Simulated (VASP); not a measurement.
Here is a VASP 6.6.1 calculation.

File INCAR:

```
PREC = Accurate
ENCUT = 500
EDIFF = 1E-6
ISMEAR = -1
SIGMA = 0.05
LREAL = False
LASPH = True
NELM = 120
ALGO = Normal
ISIF = 2
LWAVE = False
LCHARG = False
GGA = PE
NBANDS = 16
GGA_COMPAT = False
```

File KPOINTS:

```
regular mesh
0
Gamma
  6 6 6
```

The input POSCAR:

```
CdS
1.0
    0.0000000000      2.8970566667      2.9165000000
    2.8970566667      0.0000000000      2.9165000000
    2.8970566667      2.8970566667      0.0000000000
Cd S
1 1
Direct
    0.0000000000      0.0000000000      0.0000000000
    0.2500000000      0.2500000000      0.2500000000
```

Potentials or basis: VASP PAW PBE potentials, release 64 (Cd, S).

Run with:

```console
$ cat potpaw_PBE.64/Cd/POTCAR potpaw_PBE.64/S/POTCAR > POTCAR
$ mpirun -np 1 vasp_std > vasp.out
```

**Question.** Estimate the pressure.

**Answer.** 4.1 GPa.

**Question.** What does it give for the band gap on the k mesh?

**Answer.** 1.17 eV, direct.

Stress tensor (GPa, compression positive):
```
4.17 0.00 0.00
0.00 4.17 0.00
0.00 0.00 4.07
```
